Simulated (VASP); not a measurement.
# C5F in VASP: single point with PBE+D3(BJ)

Aim: the single point of C5F with PBE+D3(BJ).

Program: VASP 6.6.1. These are calculated values, not measurements. Logs are shortened: lines on timing, memory, paths and dates and some standing lists are left out, and cuts for length are marked.

**1. The cell of the first run**

The cell holds a slab with vacuum, 24 atoms: a = 7.395 Å, b = 7.395 Å, c = 21.581 Å, α = 90.00°, β = 90.00°, γ = 120.00°.

**2. Single point, PBE+D3(BJ)**

Contents of INCAR:

```
ALGO     = Normal         # electronic algorithm
DIPOL    = 0.5 0.5 0.427
EDIFF    = 1E-7           # SCF threshold, eV
ENCUT    = 520            # plane-wave cutoff, eV
GGA      = PE             # functional
IDIPOL   = 3            
ISIF     = 2              # what is computed and relaxed
ISMEAR   = 0              # smearing method
IVDW     = 12             # dispersion correction
LASPH    = T              # aspherical terms in the spheres
LCHARG   = T              # write CHGCAR
LDIPOL   = T            
LELF     = T              # ELF
LREAL    = Auto         
LVACPOTAV= T            
LVHAR    = T            
LWAVE    = F              # write WAVECAR
NBANDS   = 72             # bands
NELM     = 100            # most SCF steps
PREC     = Accurate       # precision mode
SIGMA    = 0.05           # smearing width, eV
```

Contents of KPOINTS:

```
k-points
0
Gamma
  3 3 1
```

Contents of POSCAR:

```
C5F
1.0
    7.3951485245      0.0000000000      0.0000000000
   -3.6975742623      6.4043864870      0.0000000000
    0.0000000000      0.0000000000     21.5809100061
C F
20 4
Direct
    0.5555555556      0.4444444444      0.3706979918
    0.5554166261      0.7775770664      0.3706623104
    0.5553459850      0.1110507982      0.3706984007
    0.8887479620      0.4442651837      0.3706586053
    0.8886810827      0.7777252760      0.3702650688
    0.8888871165      0.1111150353      0.3706489288
    0.2220041118      0.4443855517      0.3707317436
    0.2222004206      0.7777986203      0.3704817747
    0.2220576388      0.1108859789      0.3705022436
    0.4443623521      0.2220487410      0.3706962536
    0.4444367356      0.5555932692      0.3707362899
    0.4442189465      0.8887824000      0.3706432401
    0.7777789387      0.2222695064      0.3707239351
    0.7775797647      0.5554839903      0.3705363696
    0.7777173743      0.8887145499      0.3704999874
    0.1108924492      0.2221178065      0.3706466876
    0.1110363688      0.5554071758      0.3706441147
    0.1110918877      0.8889295737      0.3702445169
    0.0131019829      0.7727184721      0.5726250483
   -0.0141141448      0.8797882851      0.6177972079
    0.0006238066      0.8079749052      0.5129975866
    0.0552863556      0.6207303766      0.5827884553
   -0.0017510223      0.8450592423      0.6775112768
   -0.0561816889      1.0317201629      0.6073934686
```

Potentials or basis: VASP PAW PBE potentials, release 64 (C, F).

On the command line:

```sh
cat potpaw_PBE.64/C/POTCAR potpaw_PBE.64/F/POTCAR > POTCAR
mpirun -np 1 vasp_std > vasp.out
```

OUTCAR:

```text
EDIFF = 1E-7
   ENCUT = 520
   GGA = PE
   ISIF = 2
   ISMEAR = 0
   IVDW = 12
   LASPH = T
   LREAL = Auto
   NELM = 100
   PREC = Accurate
 IVDW          = 12

 ion  position               nearest neighbor table
   1  0.556  0.444  0.371-  14 1.42  11 1.42  10 1.42
   2  0.555  0.778  0.371-  11 1.42  15 1.42  12 1.42
   3  0.555  0.111  0.371-  10 1.42  12 1.42  13 1.42
   4  0.889  0.444  0.371-  13 1.42  17 1.42  14 1.42
   5  0.889  0.778  0.370-  15 1.42  14 1.42  18 1.42
   6  0.889  0.111  0.371-  16 1.42  13 1.42  15 1.42
[... 12 lines left out ...]
  19  0.013  0.773  0.573-  21 1.33  22 1.33  20 1.33
  20  0.986  0.880  0.618-  23 1.33  24 1.33  19 1.33
  21  0.001  0.808  0.513-  19 1.33
  22  0.055  0.621  0.583-  19 1.33
  23  0.998  0.845  0.678-  20 1.33
  24  0.944  0.032  0.607-  20 1.33

  LATTYP: Found a hexagonal cell.
 ALAT       =     7.3951485245
 C/A-ratio  =     2.9182524103

  Lattice vectors:

 A1 = (   7.3951485245,   0.0000000000,   0.0000000000)
 A2 = (  -3.6975742623,   6.4043864870,   0.0000000000)
 A3 = (   0.0000000000,   0.0000000000,  21.5809100061)

Analysis of symmetry for initial positions (statically):
=====================================================================
 Subroutine PRICEL returns:
 Original cell was already a primitive cell.

 Routine SETGRP: Setting up the symmetry group for a
 hexagonal supercell.

 Subroutine GETGRP returns: Found  1 space group operations
 (whereof  1 operations were pure point group operations)
 out of a pool of 24 trial point group operations.

The static configuration has the point symmetry C_1 .

Analysis of symmetry for dynamics (positions and initial velocities):
=====================================================================
 Subroutine PRICEL returns:
 Original cell was already a primitive cell.

 Routine SETGRP: Setting up the symmetry group for a
 hexagonal supercell.

 Subroutine GETGRP returns: Found  1 space group operations
 (whereof  1 operations were pure point group operations)
 out of a pool of 24 trial point group operations.

The dynamic configuration has the point symmetry C_1 .

 Subroutine INISYM returns: Found  1 space group operations
 (whereof  1 operations are pure point group operations),
 and found     1 'primitive' translations

----------------------------------------------------------------------------------------

                                     Primitive cell

  volume of cell :    1022.1019

  direct lattice vectors                    reciprocal lattice vectors
     7.395148524  0.000000000  0.000000000     0.135223788  0.078071491  0.000000000
    -3.697574262  6.404386487  0.000000000     0.000000000  0.156142981  0.000000000
     0.000000000  0.000000000 21.580910006     0.000000000  0.000000000  0.046337249

  length of vectors
     7.395148524  7.395148525 21.580910006     0.156142981  0.156142981  0.046337249

  position of ions in fractional coordinates (direct lattice)
     0.555555556  0.444444444  0.370697992
     0.555416626  0.777577066  0.370662310
     0.555345985  0.111050798  0.370698401
     0.888747962  0.444265184  0.370658605
     0.888681083  0.777725276  0.370265069
     0.888887117  0.111115035  0.370648929
[... 16 lines left out ...]
     0.998248978  0.845059242  0.677511277
     0.943818311  0.031720163  0.607393469

  ion indices of the primitive-cell ions
   primitive index   ion index
                 1           1
                 2           2
                 3           3
                 4           4
                 5           5
                 6           6
[... 16 lines left out ...]
                23          23
                24          24

----------------------------------------------------------------------------------------

 KPOINTS: k-points

Automatic generation of k-mesh.
 Grid dimensions read from file:
 generate k-points for:    3    3    1

 Generating k-lattice:

  Cartesian coordinates                     Fractional coordinates (reciprocal lattice)
     0.045074596  0.026023830  0.000000000     0.333333333  0.000000000  0.000000000
     0.000000000  0.052047660  0.000000000     0.000000000  0.333333333  0.000000000
     0.000000000  0.000000000  0.046337249     0.000000000  0.000000000  1.000000000

  Length of vectors
     0.052047660  0.052047660  0.046337249

  Shift w.r.t. Gamma in fractional coordinates (k-lattice)
     0.000000000  0.000000000  0.000000000

 Subroutine IBZKPT returns following result:
 ===========================================

 Found      5 irreducible k-points:

 Following reciprocal coordinates:
            Coordinates               Weight
  0.000000  0.000000  0.000000      1.000000
  0.333333 -0.000000  0.000000      2.000000
  0.000000  0.333333  0.000000      2.000000
 -0.333333  0.333333  0.000000      2.000000
  0.333333  0.333333  0.000000      2.000000
   k-points           NKPTS =      5   k-points in BZ     NKDIM =      5   number of bands    NBANDS=     72
   number of dos      NEDOS =    301   number of ions     NIONS =     24
   total plane-waves  NPLWV = 508032
   dimension x,y,z NGX =    56 NGY =   56 NGZ =  162
   dimension x,y,z NGXF=   112 NGYF=  112 NGZF=  324
   ions per type =              20   4
   NGX,Y,Z   is equivalent  to a cutoff of  12.59, 12.59, 12.48 a.u.
   NGXF,Y,Z  is equivalent  to a cutoff of  25.18, 25.18, 24.96 a.u.
 SYSTEM =  unknown system
   PREC   = accura    normal or accurate (medium, high low for compatibility)
   ISTART =      0    job   : 0-new  1-cont  2-samecut
   ICHARG =      2    charge: 1-file 2-atom 10-const
   ISPIN  =      1    spin polarized calculation?
   LNONCOLLINEAR =      F non collinear calculations
   LSORBIT =      F    spin-orbit coupling
   LASPH  =      T    aspherical Exc in radial PAW
   ENCUT  =  520.0 eV  38.22 Ry    6.18 a.u.  13.75 13.75 40.13*2*pi/ulx,y,z
   NELM   =    100;   NELMIN=  2; NELMDL= -5     # of ELM steps
   EDIFF  = 0.1E-06   stopping-criterion for ELM
   LREAL  =      T    real-space projection
   EDIFFG = 0.1E-05   stopping-criterion for IOM
   NSW    =      0    number of steps for IOM
   IBRION =     -1    ionic relax: 0-MD 1-quasi-New 2-CG
   NFREE  =      0    steps in history (QN), initial steepest desc. (CG)
   ISIF   =      2    stress and relaxation
   ISYM   =      2    0-nonsym 1-usesym 2-fastsym
   POTIM  = 0.5000    time-step for ionic-motion
   TEBEG  =    0.0;   TEEND  =   0.0 temperature during run
   PSTRESS=    0.0 pullay stress
   NELECT =     108.0000    total number of electrons
   NUPDOWN=      -1.0000    fix difference up-down
   EMIN   =  10.00;   EMAX   =-10.00  energy-range for DOS
   EFERMI =   0.00;   METHOD = LEGACY
   ISMEAR =     0;   SIGMA  =   0.05  broadening in eV -4-tet -1-fermi 0-gaus
   EFERMI_NEDOS =   21; number of points for ismear=-14 and -15
   IALGO  =     38    algorithm
   IMIX   =      4    mixing-type and parameters
     AMIX     =   0.40;   BMIX     =  1.00
     AMIX_MAG =   1.60;   BMIX_MAG =  1.00
  volume/ion in A,a.u.               =      42.59       287.40
  Fermi-wavevector in a.u.,A,eV,Ry     =   0.773959  1.462571  8.150063  0.599013
  Thomas-Fermi vector in A             =   1.875914
   LORBIT       =      0    0 simple, 1 ext, 2 COOP (PROOUT), +10 PAW based schemes
   GGA     = PE    functional components
   LHFCALC =     F    Hartree Fock is set to
   AEXX    =    0.0000 exact exchange contribution
   IVDW    =    12    specifies the selected vdW correction
   LEPSILON=     F    determine dielectric tensor
   LRPA    =     F    only Hartree local field effects (RPA)
 non-spin polarized calculation
 Gauss-broadening in eV      SIGMA  =   0.05
  energy-cutoff  :      520.00
  volume of cell :     1022.10
 maximum number of plane-waves:     27531
   NGX = 27   NGY = 27   NGZ = 81

 number of electron     108.0000001 magnetization

 dipolmoment           0.000000      0.000000     -0.002171 electrons x Angstroem

 Free energy of the ion-electron system (eV)
  ---------------------------------------------------
  ext. energy  EPLUGINS =         0.00000000
  ---------------------------------------------------
  free energy    TOTEN  =      -198.42376506 eV

  energy without entropy =     -198.41171066  energy(sigma->0) =     -198.41773786

 E-fermi :  -2.3932     XC(G=0):  -2.8723

 val. band max:       -2.4022262323   @ k =   0.0000   0.0000   0.0000
 cond. band min:      -2.3846247249   @ k =   0.0000   0.0000   0.0000
 fundamental gap:      0.0176015073
 Fermi energy:        -2.3931934278

 k-point     1 :       0.0000    0.0000    0.0000
  band No.  band energies     occupation
      1     -31.4010      2.00000
      2     -31.0467      2.00000
      3     -29.9377      2.00000
      4     -29.6591      2.00000
      5     -21.9245      2.00000
      6     -19.3442      2.00000
[... 58 lines left out ...]
     65       2.5183      0.00000
     66       2.5192      0.00000

 k-point     2 :       0.3333   -0.0000    0.0000
  band No.  band energies     occupation
      1     -31.4010      2.00000
      2     -31.0467      2.00000
      3     -29.9377      2.00000
      4     -29.6591      2.00000
      5     -21.6329      2.00000
      6     -20.7638      2.00000
[... 58 lines left out ...]
     65       2.1863      0.00000
     66       2.6113      0.00000

 k-point     3 :       0.0000    0.3333    0.0000
  band No.  band energies     occupation
      1     -31.4008      2.00000
      2     -31.0469      2.00000
      3     -29.9381      2.00000
      4     -29.6587      2.00000
      5     -21.6329      2.00000
      6     -20.7639      2.00000
[... 58 lines left out ...]
     65       2.2921      0.00000
     66       2.6323      0.00000

 k-point     4 :      -0.3333    0.3333    0.0000
  band No.  band energies     occupation
      1     -31.4008      2.00000
      2     -31.0470      2.00000
      3     -29.9381      2.00000
      4     -29.6586      2.00000
      5     -21.6329      2.00000
      6     -20.7639      2.00000
[... 58 lines left out ...]
     65       2.3192      0.00000
     66       2.6505      0.00000

 k-point     5 :       0.3333    0.3333    0.0000
  band No.  band energies     occupation
      1     -31.4008      2.00000
      2     -31.0469      2.00000
      3     -29.9381      2.00000
      4     -29.6586      2.00000
      5     -21.0537      2.00000
      6     -21.0529      2.00000
[... 58 lines left out ...]
     65       1.8000      0.00000
     66       2.2314      0.00000
 [bands above 66 left out]

------------------------ aborting loop because EDIFF is reached ----------------------------------------

 Edisp (eV)   -1.78325

 E8    (eV) :    -0.5425

  FORCE on cell =-STRESS in cart. coord.  units (eV):
  Direction    XX          YY          ZZ          XY          YZ          ZX
  --------------------------------------------------------------------------------------
  -------------------------------------------------------------------------------------
  Total       1.46138     1.52690     0.84815    -0.53093    -0.33039     0.32036
  in kB       2.29076     2.39346     1.32951    -0.83226    -0.51790     0.50217
  external pressure =        2.00 kB  Pullay stress =        0.00 kB

 VOLUME and BASIS-vectors are now :
 -----------------------------------------------------------------------------
  energy-cutoff  :      520.00
  volume of cell :     1022.10
      direct lattice vectors                 reciprocal lattice vectors
     7.395148524  0.000000000  0.000000000     0.135223788  0.078071491  0.000000000
    -3.697574262  6.404386487  0.000000000     0.000000000  0.156142981  0.000000000
     0.000000000  0.000000000 21.580910006     0.000000000  0.000000000  0.046337249

 POSITION                                       TOTAL-FORCE (eV/Angst)
 -----------------------------------------------------------------------------------
      2.46505      2.84639      8.00000         0.016574      0.006380      0.002328
      1.23224      4.97990      7.99923         0.006139     -0.009199      0.004634
      3.69625      0.71121      8.00001        -0.010243      0.010034     -0.001364
      4.92972      2.84525      7.99915        -0.003710     -0.013555     -0.000163
      3.69623      4.98085      7.99066        -0.008987      0.011296      0.000906
      6.16260      0.71162      7.99894         0.012241      0.002099     -0.005799
[... 16 lines left out ...]
      4.25753      5.41209     14.62131         0.072244     -0.070271      0.421715
      6.86239      0.20315     13.10810        -0.289994      0.324298     -0.075234
 -----------------------------------------------------------------------------------
    total drift:                               -0.008998      0.005402      0.012713

  FREE ENERGIE OF THE ION-ELECTRON SYSTEM (eV)
  ---------------------------------------------------
  free  energy   TOTEN  =      -200.2070113602 eV

  energy  without entropy=     -200.1949569580  energy(sigma->0) =     -200.20098416

 vacuum level on the upper side and lower side of the slab         1.842         1.850
```

Run time: 28 min. Hardware: 1 thread of Intel Xeon 8259CL, shared host; peak memory 1 GiB.

Results:

```
Free energy                : -200.2070 eV
Largest force              : 0.478 eV/Å
Band gap on the k mesh     : 0.02 eV
Dispersion energy per atom : -0.074 eV
```

Forces on the atoms (eV/Å):
```
C    0.017  0.006  0.002
C    0.006 -0.009  0.005
C   -0.010  0.010 -0.001
C   -0.004 -0.014  0.000
C   -0.009  0.011  0.001
C    0.012  0.002 -0.006
C   -0.010 -0.002  0.007
C    0.006  0.006  0.002
C   -0.003 -0.016  0.004
C    0.003 -0.012 -0.002
C   -0.007  0.014 -0.008
C   -0.012 -0.011  0.001
C    0.005  0.009  0.006
C   -0.012  0.001 -0.005
C    0.015 -0.004  0.004
C   -0.007 -0.007  0.000
C    0.014 -0.002 -0.001
C   -0.004  0.011  0.002
C   -0.207  0.239  0.358
C    0.219 -0.245 -0.338
F   -0.074  0.072 -0.442
F    0.279 -0.314  0.067
F    0.072 -0.070  0.422
F   -0.290  0.324 -0.075
```

Levels at points of the mesh, in eV from the valence-band top:
```tsv
k point	band 51	band 52	band 53	band 54	band 55	band 56	band 57	band 58
(0.00, 0.00, 0.00)	-3.03	-2.13	0.00	0.00	0.02	0.02	2.76	3.47
```
